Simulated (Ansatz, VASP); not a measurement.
**Cs: VASP beside Ansatz**

```
Cs
1.0
    -3.14374    3.14374    3.14374
     3.14374   -3.14374    3.14374
     3.14374    3.14374   -3.14374
Cs
1
Direct
  0.00000 0.00000 0.00000
```

Alike in both runs: functional BLYP; k mesh 8 × 8 × 8; occupations fermi-dirac, width 0.1 eV; no spin polarisation.

Ansatz relaxed the structure, and its values are those at the end. VASP's run is a single point on that final structure, the one shown.

|  | VASP | Ansatz |
| --- | --- | --- |
| version | VASP 6.6.1 | Ansatz 0.2.0 |
| potentials or method | VASP PAW PBE potentials, release 64 (Cs_sv), cutoff 520 eV | plane waves (420 eV) with PAW, scalar-relativistic |
| valence electrons in the cell | 9 | 9 |

|  | VASP | Ansatz | Ansatz less VASP |
| --- | --- | --- | --- |
| pressure (GPa) | 0.0 | 0.0 | 0.00 |

VASP's potentials were made for PBE, not for BLYP. The functional is the same, so the differences come from potentials, cutoffs and numerics.

Neither program's run includes spin-orbit coupling.
